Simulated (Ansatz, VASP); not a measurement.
**Zr3SiO: VASP beside Ansatz**

```
Zr Si O
1.0
     4.39409    0.00000    0.00000
     0.00000    4.39409    0.00000
     0.00000    0.00000    4.39409
Zr Si O
3 1 1
Direct
  0.50000 0.00000 0.50000
  0.00000 0.50000 0.50000
  0.50000 0.50000 0.00000
  0.00000 0.00000 0.00000
  0.50000 0.50000 0.50000
```

Change from the starting cell: species swapped into the La3TlC type (Pm-3m, No. 221).

Alike in both runs: functional PBE; k mesh 4 × 4 × 4; occupations gaussian, width 0.1 eV; no spin polarisation.

Ansatz relaxed the structure, and its values are those at the end. VASP's run is a single point on that final structure, the one shown.

|  | VASP | Ansatz |
| --- | --- | --- |
| version | VASP 6.6.1 | Ansatz 0.2.0 |
| potentials or method | VASP PAW PBE potentials, release 64 (Zr_sv, Si, O), cutoff 520 eV | scalar-relativistic, plane waves, PAW |
| valence electrons in the cell | 46 | 46 |

|  | VASP | Ansatz | Ansatz less VASP |
| --- | --- | --- | --- |
| gap on the k mesh at the Fermi level (eV) | none | none | - |
| pressure (GPa) | 0.4 | 0.3 | -0.15 |

A gap of «none» marks a metal or a gap that the smearing closes. The functional is the same, so the differences come from potentials, cutoffs and numerics.
